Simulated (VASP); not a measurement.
Wanted: the native input for a VASP 6.6.1 run.

| Item | Value |
| --- | --- |
| Task | relaxation of the atoms |
| Functional | PBEsol |
| Potentials or basis | VASP PAW PBE potentials, release 64 (Al) |
| Cutoff | 520 eV |
| k mesh | 2 × 1 × 1 |
| Occupations | fermi-dirac, width 0.15 eV |
| Spin | no spin polarisation |
| Dipole correction | no |
| Atoms held fixed (from 0) | [0, 1, 2, 3, 4, 5] |
| Further INCAR settings | LREAL = Auto; ALGO = Normal; EDIFF = 1e-06; IBRION = 2; EDIFFG = -0.08; NSW = 45 |

The structure of Al lies in POSCAR:

```
Al
1.0
    5.7275650000      0.0000000000      0.0000000000
    0.0000000000      8.5913470000      0.0000000000
    0.0000000000      0.0000000000     19.0750000000
Al
24
Selective dynamics
Direct
    0.2500000000      0.1666667000      0.0524246000  F F F
    0.7500000000      0.1666667000      0.0524246000  F F F
    0.2500000000      0.5000000000      0.0524246000  F F F
    0.7500000000      0.5000000000      0.0524246000  F F F
    0.2500000000      0.8333333000      0.0524246000  F F F
    0.7500000000      0.8333333000      0.0524246000  F F F
    0.0000000000      0.0000000000      0.1585845000  T T T
    0.5000000000      0.0000000000      0.1585845000  T T T
    0.0000000000      0.3333333000      0.1585845000  T T T
    0.5000000000      0.3333333000      0.1585845000  T T T
    0.0000000000      0.6666667000      0.1585845000  T T T
    0.5000000000      0.6666667000      0.1585845000  T T T
    0.2500000000      0.1666667000      0.2647444000  T T T
    0.7500000000      0.1666667000      0.2647444000  T T T
    0.2500000000      0.5000000000      0.2647444000  T T T
    0.7500000000      0.5000000000      0.2647444000  T T T
    0.2500000000      0.8333333000      0.2647444000  T T T
    0.7500000000      0.8333333000      0.2647444000  T T T
    0.0000000000      0.0000000000      0.3709043000  T T T
    0.5000000000      0.0000000000      0.3709043000  T T T
    0.0000000000      0.3333333000      0.3709043000  T T T
    0.5000000000      0.3333333000      0.3709043000  T T T
    0.0000000000      0.6666667000      0.3709043000  T T T
    0.5000000000      0.6666667000      0.3709043000  T T T
```

The input as run:

INCAR

```
SYSTEM = Al
  PREC = Accurate
  ENCUT = 520
  EDIFF = 1E-6
  ISMEAR = -1
  SIGMA = 0.15
  LREAL = Auto
  LASPH = .True.
  NELM = 100
  ALGO = Normal
  ISIF = 2
  LWAVE = .False.
  LCHARG = .False.
  GGA = PS
  IBRION = 2
  NSW = 45
  EDIFFG = -0.08
```

KPOINTS

```
regular mesh
0
Gamma
  2 1 1
  0 0 0
```

Potentials or basis: VASP PAW PBE potentials, release 64 (Al).

Launch:

```sh
$ cat potpaw_PBE.64/Al/POTCAR > POTCAR
$ mpirun -np 1 vasp_std > vasp.out
```

Results of the run:

```
Energy gained by relaxing : 2.2 meV/atom
Ionic steps               : 6
Band gap on the k mesh    : zero (filled and empty bands touch)
```

Caveat: the k points lie up to 0.73 Å⁻¹ apart; there is no dipole correction, which matters where the two faces differ.

Run time: 9.2 min on 1 thread of Intel(R) Xeon(R) Platinum 8488C (Sapphire Rapids), on a shared host, peak memory 0.92 GiB.
